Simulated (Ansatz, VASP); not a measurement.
# Two plane-wave programs on Y3BO4

INCAR

```
SYSTEM = Y3BO4
  ALGO = Normal
  EDIFF = 1E-7
  ENCUT = 520
  GGA = PE
  ISIF = 2
  ISMEAR = 0
  LASPH = .TRUE.
  LCHARG = .FALSE.
  LREAL = .FALSE.
  LWAVE = .FALSE.
  NBANDS = 40
  NELM = 100
  PREC = Accurate
  SIGMA = 0.1
```

The input KPOINTS:

```
k-points
0
G
  4 4 4
  0 0 0
```

POSCAR

```
Y3BO4
1.0
    5.1854003500      0.0000000000      0.0000000000
    0.0000000000      5.1854003500      0.0000000000
    0.0000000000      0.0000000000      5.1854003500
Y B O
3 1 4
Direct
    0.5000000000      0.0000000000      0.0000000000
    0.0000000000      0.5000000000      0.0000000000
    0.0000000000      0.0000000000      0.5000000000
    0.0000000000      0.0000000000      0.0000000000
    0.5000000000      0.5000000000      0.5000000000
    0.0000000000      0.5000000000      0.5000000000
    0.5000000000      0.0000000000      0.5000000000
    0.5000000000      0.5000000000      0.0000000000
```

Input for Ansatz:

```yaml
crystal:
  lattice:
    - [5.18540035, 0.0, 0.0]
    - [0.0, 5.18540035, 0.0]
    - [0.0, 0.0, 5.18540035]
  atoms:
    - { symbol: "Y", position: [0.5, 0.0, 0.0] }
    - { symbol: "Y", position: [0.0, 0.5, 0.0] }
    - { symbol: "Y", position: [0.0, 0.0, 0.5] }
    - { symbol: B, position: [0.0, 0.0, 0.0] }
    - { symbol: O, position: [0.5, 0.5, 0.5] }
    - { symbol: O, position: [0.0, 0.5, 0.5] }
    - { symbol: O, position: [0.5, 0.0, 0.5] }
    - { symbol: O, position: [0.5, 0.5, 0.0] }
basis:
  ecutwfc: 420
kpoints:
  mp_grid: { grid: [4, 4, 4] }
hamiltonian:
  xc: pbe
scf:
  occupations: { method: gaussian, width: 0.1 }
  lower_state_search: "off"
output:
  forces: true
  stress: true
  eigenvalues: true
```

Alike in both runs: task single point; functional PBE; k mesh 4 × 4 × 4; occupations gaussian, width 0.1 eV; no spin polarisation.

|  | VASP | Ansatz |
| --- | --- | --- |
| version | VASP 6.6.1 | Ansatz 0.2.0 |
| potentials or method | VASP PAW PBE potentials, release 64 (Y_sv, B, O), cutoff 520 eV | scalar-relativistic, plane waves, PAW |
| valence electrons in the cell | 60 | 60 |

```tsv
	VASP	Ansatz	Ansatz less VASP
gap on the k mesh at the Fermi level (eV)	none	none	-
pressure (GPa)	-14.3	-14.2	+0.09
```

A gap of «none» marks a metal or a gap that the smearing closes.
